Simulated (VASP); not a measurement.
A run of VASP 6.6.1:

Contents of INCAR:

```
SYSTEM = BiP
  ALGO = Normal
  EDIFF = 1E-6
  ENCUT = 520
  GGA = PE
  ISIF = 2
  ISMEAR = 0
  LASPH = .TRUE.
  LCHARG = .FALSE.
  LREAL = .FALSE.
  LWAVE = .FALSE.
  NBANDS = 17
  NELM = 60
  PREC = Accurate
  SIGMA = 0.05
```

The input KPOINTS:

```
k-points
0
G
  6 6 6
  0 0 0
```

The input POSCAR:

```
BiP
1.0
    3.5922609900      0.0000000000      0.0000000000
    0.0000000000      3.5922609900      0.0000000000
    0.0000000000      0.0000000000      3.5922609900
Bi P
1 1
Direct
    0.0000000000      0.0000000000      0.0000000000
    0.5000000000      0.5000000000      0.5000000000
```

Potentials or basis: VASP PAW PBE potentials, release 64 (Bi_d, P).

The run is started by

```console
$ cat potpaw_PBE.64/Bi_d/POTCAR potpaw_PBE.64/P/POTCAR > POTCAR
$ mpirun -np 1 vasp_std > vasp.out
```

Hardware: 1 thread of Intel(R) Xeon(R) 6975P-C (Granite Rapids), on a shared host.

Problem. How long does it take, and how much memory?

Solution. Wall time 7.2 s on 1 thread of Intel(R) Xeon(R) 6975P-C (Granite Rapids), on a shared host, peak memory 0.15 GiB. Counts: scf iterations 14, k points 20.
